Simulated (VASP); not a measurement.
# C (Fd-3m) in VASP: further runs, part 2 of 2

VASP 6.6.1. Earlier steps stand in the parts before.

### Step 4. Single point, r2SCAN (strain +0.040 along x and y, +0.040 along z)

The input, POSCAR:

```
C
1.0
    0.0000000000      1.8547360000      1.8547360000
    1.8547360000      0.0000000000      1.8547360000
    1.8547360000      1.8547360000      0.0000000000
C
2
Direct
    0.5000000000      0.5000000000      0.5000000000
    0.7500000000      0.7500000000      0.7500000000
```

The input, INCAR.step1:

```
ALGO = Normal
EDIFF = 1E-4
ENCUT = 520
GGA = PE
ISMEAR = 0
LASPH = T
LCHARG = F
LREAL = F
LWAVE = T
NBANDS = 11
NELM = 80
PREC = Accurate
SIGMA = 0.05
```

The input, INCAR.step2:

```
ALGO = Normal
EDIFF = 1E-6
ENCUT = 520
ISIF = 2
ISMEAR = 0
ISTART = 1
LASPH = T
LCHARG = T
LELF = T
LMIXTAU = T
LREAL = F
LVHAR = T
LWAVE = F
METAGGA = R2SCAN
NBANDS = 11
NELM = 80
PREC = Accurate
SIGMA = 0.05
```

The input, KPOINTS:

```
k-points
0
Gamma
  12 12 12
```

Potentials or basis: VASP PAW PBE potentials, release 64 (C).

Run with:

```console
$ cat potpaw_PBE.64/C/POTCAR > POTCAR
$ cp INCAR.step1 INCAR
$ mpirun -np 1 vasp_std > vasp.out
$ cp INCAR.step2 INCAR
$ mpirun -np 1 vasp_std > vasp.out
```

OUTCAR:

```text
EDIFF = 1E-6
   ENCUT = 520
   ISIF = 2
   ISMEAR = 0
   ISTART = 1
   LASPH = T
   LREAL = F
   METAGGA = R2SCAN
   NELM = 80
   PREC = Accurate

 ion  position               nearest neighbor table
   1  0.500  0.500  0.500-   2 1.61   2 1.61   2 1.61   2 1.61
   2  0.750  0.750  0.750-   1 1.61   1 1.61   1 1.61   1 1.61

  LATTYP: Found a face centered cubic cell.
 ALAT       =     3.7094720000

  Lattice vectors:

 A1 = (   0.0000000000,   1.8547360000,   1.8547360000)
 A2 = (   1.8547360000,   0.0000000000,   1.8547360000)
 A3 = (   1.8547360000,   1.8547360000,   0.0000000000)

Analysis of symmetry for initial positions (statically):
=====================================================================
 Subroutine PRICEL returns:
 Original cell was already a primitive cell.

 Routine SETGRP: Setting up the symmetry group for a
 face centered cubic supercell.

 Subroutine GETGRP returns: Found 48 space group operations
 (whereof 24 operations were pure point group operations)
 out of a pool of 48 trial point group operations.

The static configuration has the point symmetry T_d .
 The point group associated with its full space group is O_h .

Analysis of symmetry for dynamics (positions and initial velocities):
=====================================================================
 Subroutine PRICEL returns:
 Original cell was already a primitive cell.

 Routine SETGRP: Setting up the symmetry group for a
 face centered cubic supercell.

 Subroutine GETGRP returns: Found 48 space group operations
 (whereof 24 operations were pure point group operations)
 out of a pool of 48 trial point group operations.

The dynamic configuration has the point symmetry T_d .
 The point group associated with its full space group is O_h .

 Subroutine INISYM returns: Found 48 space group operations
 (whereof 24 operations are pure point group operations),
 and found     1 'primitive' translations

----------------------------------------------------------------------------------------

                                     Primitive cell
[... 114 lines left out ...]
  Thomas-Fermi vector in A             =   2.524025
   LORBIT       =      0    0 simple, 1 ext, 2 COOP (PROOUT), +10 PAW based schemes
   METAGGA = R2SCAN    functional components
   LHFCALC =     F    Hartree Fock is set to
   AEXX    =    0.0000 exact exchange contribution
   IVDW    =     0    specifies the selected vdW correction
   LEPSILON=     F    determine dielectric tensor
   LRPA    =     F    only Hartree local field effects (RPA)
 non-spin polarized calculation
 Gauss-broadening in eV      SIGMA  =   0.05
  energy-cutoff  :      520.00
  volume of cell :       12.76
 maximum number of plane-waves:       360
   NGX =  9   NGY =  9   NGZ =  9

 number of electron       8.0000001 magnetization

 Free energy of the ion-electron system (eV)
  ---------------------------------------------------
  ext. energy  EPLUGINS =         0.00000000
  ---------------------------------------------------
  free energy    TOTEN  =       -19.44354792 eV

  energy without entropy =      -19.44354792  energy(sigma->0) =      -19.44354792

 E-fermi :   8.3468     XC(G=0): -13.6223

 val. band max:        8.0757711687   @ k =   0.0000   0.0000   0.0000
 cond. band min:      12.1482874305   @ k =   0.3333   0.3333   0.0000
 fundamental gap:      4.0725162618
 Fermi energy:         8.3468092555

 k-point     1 :       0.0000    0.0000    0.0000
  band No.  band energies     occupation
      1     -13.0565      2.00000
      2       8.0758      2.00000
      3       8.0758      2.00000
      4       8.0758      2.00000
      5      13.5882      0.00000
      6      13.5882      0.00000
      7      13.5882      0.00000
      8      19.1835      0.00000
      9      26.9207      0.00000
     10      34.2008      0.00000
     11      34.2008      0.00000
[... 309 lines left out ...]
 k-point    24 :      -0.4167    0.1667    0.0000
  band No.  band energies     occupation
      1      -7.3142      2.00000
      2      -3.9888      2.00000
      3       2.7547      2.00000
      4       4.6741      2.00000
      5      15.3839      0.00000
      6      18.0735      0.00000
      7      18.3274      0.00000
      8      23.0045      0.00000
      9      27.2862      0.00000
     10      31.8634      0.00000
     11      32.0340      0.00000

 [... further k-points ...]
[... 5 lines left out ...]
  --------------------------------------------------------------------------------------
  -------------------------------------------------------------------------------------
  Total       -3.4599002     -3.4599002     -3.4599002      0.0000000      0.0000000      0.0000000
  in kB     -434.4080451   -434.4080451   -434.4080451      0.0000000      0.0000000      0.0000000
  external PRESSURE =    -434.4080451 kB  Pullay stress =       0.0000000 kB

 VOLUME and BASIS-vectors are now :
 -----------------------------------------------------------------------------
  energy-cutoff  :      520.00
  volume of cell :       12.76
      direct lattice vectors                 reciprocal lattice vectors
     0.000000000  1.854736000  1.854736000    -0.269580145  0.269580145  0.269580145
     1.854736000  0.000000000  1.854736000     0.269580145 -0.269580145  0.269580145
     1.854736000  1.854736000  0.000000000     0.269580145  0.269580145 -0.269580145

 POSITION                                       TOTAL-FORCE (eV/Angst)
 -----------------------------------------------------------------------------------
      1.85474      1.85474      1.85474         0.000000      0.000000      0.000000
      2.78210      2.78210      2.78210        -0.000000     -0.000000     -0.000000
 -----------------------------------------------------------------------------------
    total drift:                                0.000000     -0.000000      0.000000

  FREE ENERGIE OF THE ION-ELECTRON SYSTEM (eV)
  ---------------------------------------------------
  free  energy   TOTEN  =       -19.4435479200 eV

  energy  without entropy=      -19.4435479200  energy(sigma->0) =      -19.44354792
```

OSZICAR.step1:

```text
N       E                     dE             d eps       ncg     rms          rms(c)
DAV:   1     0.961395828158E+00    0.96140E+00   -0.45718E+03  1627   0.684E+02
DAV:   2    -0.180350343251E+02   -0.18996E+02   -0.18393E+02  2081   0.123E+02
DAV:   3    -0.184378126988E+02   -0.40278E+00   -0.40180E+00  1848   0.139E+01
DAV:   4    -0.184386326556E+02   -0.81996E-03   -0.81993E-03  1703   0.771E-01
DAV:   5    -0.184386338204E+02   -0.11648E-05   -0.11648E-05  1816   0.278E-02    0.476E+00
DAV:   6    -0.181133448155E+02    0.32529E+00   -0.17072E-01  1623   0.284E+00    0.284E+00
DAV:   7    -0.180037404785E+02    0.10960E+00   -0.21846E-01  1701   0.325E+00    0.582E-01
DAV:   8    -0.180052619399E+02   -0.15215E-02   -0.65391E-03  1638   0.584E-01    0.401E-02
DAV:   9    -0.180053133003E+02   -0.51360E-04   -0.64453E-05  1791   0.644E-02
   1 F= -.18005313E+02 E0= -.18005313E+02  d E =-.230505E-11
```

It took 20 s on 1 thread of Intel Xeon Platinum 8488C (Sapphire Rapids), shared host; peak memory 0.12 GiB.

What came out:

| Item | Value |
| --- | --- |
| Free energy | -19.4435 eV |
| Pressure | -43.4 GPa |
| Band gap on the k mesh | 4.07 eV, indirect (least direct gap 5.51 eV) |

Caveat: the cell differs from its parent crystal (strain +0.040 along x and y, +0.040 along z); the PAW data sets were made with another functional, which shifts forces and pressure a little. A k mesh can miss the band edges.

### Step 5. Single point, r2SCAN (strain +0.080 along x and y, +0.080 along z)

The input, POSCAR:

```
C
1.0
    0.0000000000      1.9260720000      1.9260720000
    1.9260720000      0.0000000000      1.9260720000
    1.9260720000      1.9260720000      0.0000000000
C
2
Direct
    0.5000000000      0.5000000000      0.5000000000
    0.7500000000      0.7500000000      0.7500000000
```

The input, INCAR.step1:

```
SYSTEM = C
  ALGO = Normal
  EDIFF = 1E-4
  ENCUT = 520
  GGA = PE
  ISMEAR = 0
  LASPH = .True.
  LCHARG = .False.
  LREAL = .False.
  LWAVE = .True.
  NBANDS = 11
  NELM = 100
  PREC = Accurate
  SIGMA = 0.05
```

The input, INCAR.step2:

```
SYSTEM = C
  ALGO = Normal
  EDIFF = 1E-7
  ENCUT = 520
  ISIF = 2
  ISMEAR = 0
  ISTART = 1
  LASPH = .True.
  LCHARG = .False.
  LMIXTAU = .True.
  LREAL = .False.
  LWAVE = .False.
  METAGGA = R2SCAN
  NBANDS = 11
  NELM = 100
  PREC = Accurate
  SIGMA = 0.05
```

The input, KPOINTS:

```
k-points
0
Gamma
  12 12 12
  0 0 0
```

Potentials or basis: VASP PAW PBE potentials, release 64 (C).

Run with:

```console
$ cat potpaw_PBE.64/C/POTCAR > POTCAR
$ cp INCAR.step1 INCAR
$ mpirun -np 1 vasp_std > vasp.out
$ cp INCAR.step2 INCAR
$ mpirun -np 1 vasp_std > vasp.out
```

OUTCAR:

```text
SYSTEM = C
   EDIFF = 1E-7
   ENCUT = 520
   ISIF = 2
   ISMEAR = 0
   ISTART = 1
   LASPH = .True.
   LREAL = .False.
   METAGGA = R2SCAN
   NELM = 100
   PREC = Accurate

 ion  position               nearest neighbor table
   1  0.500  0.500  0.500-   2 1.67   2 1.67   2 1.67   2 1.67
   2  0.750  0.750  0.750-   1 1.67   1 1.67   1 1.67   1 1.67

  LATTYP: Found a face centered cubic cell.
 ALAT       =     3.8521440000

  Lattice vectors:

 A1 = (   0.0000000000,   1.9260720000,   1.9260720000)
 A2 = (   1.9260720000,   0.0000000000,   1.9260720000)
 A3 = (   1.9260720000,   1.9260720000,   0.0000000000)

Analysis of symmetry for initial positions (statically):
=====================================================================
 Subroutine PRICEL returns:
 Original cell was already a primitive cell.

 Routine SETGRP: Setting up the symmetry group for a
 face centered cubic supercell.

 Subroutine GETGRP returns: Found 48 space group operations
 (whereof 24 operations were pure point group operations)
 out of a pool of 48 trial point group operations.

The static configuration has the point symmetry T_d .
 The point group associated with its full space group is O_h .

Analysis of symmetry for dynamics (positions and initial velocities):
=====================================================================
 Subroutine PRICEL returns:
 Original cell was already a primitive cell.

 Routine SETGRP: Setting up the symmetry group for a
 face centered cubic supercell.

 Subroutine GETGRP returns: Found 48 space group operations
 (whereof 24 operations were pure point group operations)
 out of a pool of 48 trial point group operations.

The dynamic configuration has the point symmetry T_d .
 The point group associated with its full space group is O_h .

 Subroutine INISYM returns: Found 48 space group operations
 (whereof 24 operations are pure point group operations),
 and found     1 'primitive' translations

----------------------------------------------------------------------------------------

                                     Primitive cell

  volume of cell :      14.2905

  direct lattice vectors                    reciprocal lattice vectors
     0.000000000  1.926072000  1.926072000    -0.259595695  0.259595695  0.259595695
     1.926072000  0.000000000  1.926072000     0.259595695 -0.259595695  0.259595695
     1.926072000  1.926072000  0.000000000     0.259595695  0.259595695 -0.259595695

  length of vectors
     2.723877145  2.723877145  2.723877145     0.449632934  0.449632934  0.449632934

  position of ions in fractional coordinates (direct lattice)
     0.500000000  0.500000000  0.500000000
     0.750000000  0.750000000  0.750000000

  ion indices of the primitive-cell ions
   primitive index   ion index
                 1           1
                 2           2

----------------------------------------------------------------------------------------

 KPOINTS: k-points

Automatic generation of k-mesh.
 Grid dimensions read from file:
 generate k-points for:   12   12   12

 Generating k-lattice:

  Cartesian coordinates                     Fractional coordinates (reciprocal lattice)
    -0.021632975  0.021632975  0.021632975     0.083333333  0.000000000  0.000000000
     0.021632975 -0.021632975  0.021632975     0.000000000  0.083333333  0.000000000
     0.021632975  0.021632975 -0.021632975     0.000000000  0.000000000  0.083333333

  Length of vectors
     0.037469411  0.037469411  0.037469411

  Shift w.r.t. Gamma in fractional coordinates (k-lattice)
     0.000000000  0.000000000  0.000000000

 Subroutine IBZKPT returns following result:
 ===========================================

 Found     72 irreducible k-points:

 Following reciprocal coordinates:
            Coordinates               Weight
  0.000000  0.000000  0.000000      1.000000
  0.083333  0.000000  0.000000      8.000000
  0.166667  0.000000  0.000000      8.000000
  0.250000  0.000000  0.000000      8.000000
  0.333333  0.000000  0.000000      8.000000
  0.416667  0.000000  0.000000      8.000000
[... 16 lines left out ...]
  0.500000  0.166667  0.000000     24.000000
 -0.416667  0.166667  0.000000     24.000000
 [... further k-points ...]
   k-points           NKPTS =     72   k-points in BZ     NKDIM =     72   number of bands    NBANDS=     11
   number of dos      NEDOS =    301   number of ions     NIONS =      2
   total plane-waves  NPLWV =   8000
   dimension x,y,z NGX =    20 NGY =   20 NGZ =   20
   dimension x,y,z NGXF=    40 NGYF=   40 NGZF=   40
   ions per type =               2
   NGX,Y,Z   is equivalent  to a cutoff of  12.21, 12.21, 12.21 a.u.
   NGXF,Y,Z  is equivalent  to a cutoff of  24.41, 24.41, 24.41 a.u.
 SYSTEM =  C
   PREC   = accura    normal or accurate (medium, high low for compatibility)
   ISTART =      1    job   : 0-new  1-cont  2-samecut
   ICHARG =      0    charge: 1-file 2-atom 10-const
   ISPIN  =      1    spin polarized calculation?
   LNONCOLLINEAR =      F non collinear calculations
   LSORBIT =      F    spin-orbit coupling
   LASPH  =      T    aspherical Exc in radial PAW
   ENCUT  =  520.0 eV  38.22 Ry    6.18 a.u.   5.06  5.06  5.06*2*pi/ulx,y,z
   NELM   =    100;   NELMIN=  2; NELMDL=  0     # of ELM steps
   EDIFF  = 0.1E-06   stopping-criterion for ELM
   LREAL  =      F    real-space projection
   EDIFFG = 0.1E-05   stopping-criterion for IOM
   NSW    =      0    number of steps for IOM
   IBRION =     -1    ionic relax: 0-MD 1-quasi-New 2-CG
   NFREE  =      0    steps in history (QN), initial steepest desc. (CG)
   ISIF   =      2    stress and relaxation
   ISYM   =      2    0-nonsym 1-usesym 2-fastsym
   POTIM  = 0.5000    time-step for ionic-motion
   TEBEG  =    0.0;   TEEND  =   0.0 temperature during run
   PSTRESS=    0.0 pullay stress
   NELECT =       8.0000    total number of electrons
   NUPDOWN=      -1.0000    fix difference up-down
   EMIN   =  10.00;   EMAX   =-10.00  energy-range for DOS
   EFERMI =   0.00;   METHOD = LEGACY
   ISMEAR =     0;   SIGMA  =   0.05  broadening in eV -4-tet -1-fermi 0-gaus
   EFERMI_NEDOS =   21; number of points for ismear=-14 and -15
   IALGO  =     38    algorithm
   IMIX   =      4    mixing-type and parameters
     AMIX     =   0.40;   BMIX     =  1.00
     AMIX_MAG =   1.60;   BMIX_MAG =  1.00
  volume/ion in A,a.u.               =       7.15        48.22
  Fermi-wavevector in a.u.,A,eV,Ry     =   1.349239  2.549693 24.768680  1.820447
  Thomas-Fermi vector in A             =   2.476842
   LORBIT       =      0    0 simple, 1 ext, 2 COOP (PROOUT), +10 PAW based schemes
   METAGGA = R2SCAN    functional components
   LHFCALC =     F    Hartree Fock is set to
   AEXX    =    0.0000 exact exchange contribution
   IVDW    =     0    specifies the selected vdW correction
   LEPSILON=     F    determine dielectric tensor
   LRPA    =     F    only Hartree local field effects (RPA)
 non-spin polarized calculation
 Gauss-broadening in eV      SIGMA  =   0.05
  energy-cutoff  :      520.00
  volume of cell :       14.29
 maximum number of plane-waves:       397
   NGX = 11   NGY = 11   NGZ = 11

 number of electron       7.9999999 magnetization

 Free energy of the ion-electron system (eV)
  ---------------------------------------------------
  ext. energy  EPLUGINS =         0.00000000
  ---------------------------------------------------
  free energy    TOTEN  =       -18.90187090 eV

  energy without entropy =      -18.90187090  energy(sigma->0) =      -18.90187090

 E-fermi :   6.9739     XC(G=0): -13.0299

 val. band max:        6.6345775667   @ k =   0.0000   0.0000   0.0000
 cond. band min:      10.4560789938   @ k =   0.3333   0.3333   0.0000
 fundamental gap:      3.8215014270
 Fermi energy:         6.9738574562

 k-point     1 :       0.0000    0.0000    0.0000
  band No.  band energies     occupation
      1     -13.1168      2.00000
      2       6.6346      2.00000
      3       6.6346      2.00000
      4       6.6346      2.00000
      5      11.8377      0.00000
      6      11.8377      0.00000
      7      11.8377      0.00000
      8      15.3529      0.00000
      9      24.1192      0.00000
     10      31.6225      0.00000
     11      31.6225      0.00000
[... 309 lines left out ...]
 k-point    24 :      -0.4167    0.1667    0.0000
  band No.  band energies     occupation
      1      -7.9540      2.00000
      2      -4.4683      2.00000
      3       1.7543      2.00000
      4       3.5877      2.00000
      5      13.2472      0.00000
      6      15.7019      0.00000
      7      15.9135      0.00000
      8      20.2112      0.00000
      9      24.6851      0.00000
     10      28.5481      0.00000
     11      29.4227      0.00000

 [... further k-points ...]
[... 5 lines left out ...]
  --------------------------------------------------------------------------------------
  -------------------------------------------------------------------------------------
  Total       -6.0361348     -6.0361348     -6.0361348     -0.0000000      0.0000000      0.0000000
  in kB     -676.7401830   -676.7401830   -676.7401830     -0.0000000      0.0000000      0.0000000
  external PRESSURE =    -676.7401830 kB  Pullay stress =       0.0000000 kB

 VOLUME and BASIS-vectors are now :
 -----------------------------------------------------------------------------
  energy-cutoff  :      520.00
  volume of cell :       14.29
      direct lattice vectors                 reciprocal lattice vectors
     0.000000000  1.926072000  1.926072000    -0.259595695  0.259595695  0.259595695
     1.926072000  0.000000000  1.926072000     0.259595695 -0.259595695  0.259595695
     1.926072000  1.926072000  0.000000000     0.259595695  0.259595695 -0.259595695

 POSITION                                       TOTAL-FORCE (eV/Angst)
 -----------------------------------------------------------------------------------
      1.92607      1.92607      1.92607         0.000000     -0.000000      0.000000
      2.88911      2.88911      2.88911        -0.000000      0.000000     -0.000000
 -----------------------------------------------------------------------------------
    total drift:                                0.000000     -0.000000      0.000000

  FREE ENERGIE OF THE ION-ELECTRON SYSTEM (eV)
  ---------------------------------------------------
  free  energy   TOTEN  =       -18.9018708955 eV

  energy  without entropy=      -18.9018708955  energy(sigma->0) =      -18.90187090
```

Run time: 24 s. Hardware: 1 thread of Intel Xeon Platinum 8488C (Sapphire Rapids), shared host; peak memory 0.12 GiB.

Results:

```
Free energy            : -18.9019 eV
Pressure               : -67.7 GPa
Band gap on the k mesh : 3.82 eV, indirect (least direct gap 5.20 eV)
```

Levels at points of the mesh, in eV from the valence-band top:
| k point | band 1 | band 2 | band 3 | band 4 | band 5 | band 6 | band 7 | band 8 |
| --- | --- | --- | --- | --- | --- | --- | --- | --- |
| (0.00, 0.00, 0.00) | -19.75 | 0.00 | 0.00 | 0.00 | 5.20 | 5.20 | 5.20 | 8.72 |
| (0.50, 0.00, 0.00) | -15.03 | -11.70 | -2.40 | -2.40 | 6.12 | 7.88 | 7.88 | 14.31 |
| (0.50, 0.50, 0.00) | -12.08 | -12.08 | -5.33 | -5.33 | 4.45 | 4.45 | 14.49 | 14.49 |

Caveat: the cell differs from its parent crystal (strain +0.080 along x and y, +0.080 along z); the PAW data sets were made with another functional, which shifts forces and pressure a little. A k mesh can miss the band edges.

### Step 6. Overview

| cell | gap on the mesh (eV) | pressure (GPa) |
| --- | --- | --- |
| a = 2.320 Å, angles 60.0°, 2 atoms | 4.97 | 173.4 |
| a = 2.421 Å, angles 60.0°, 2 atoms | 4.64 | 66.8 |
| a = 2.623 Å, angles 60.0°, 2 atoms | 4.07 | -43.4 |
| a = 2.724 Å, angles 60.0°, 2 atoms | 3.82 | -67.7 |

Alike in all rows: task single point; level r2SCAN; potentials or basis VASP PAW PBE potentials, release 64 (C); no spin polarisation; k mesh 12 × 12 × 12; cutoff (eV) 520; smearing gaussian 0.05 eV.

Caveats: the PAW data sets were made with another functional, which shifts forces and pressure a little.

Total energies depend on the potentials used, so only differences within one code and one set of settings carry meaning.
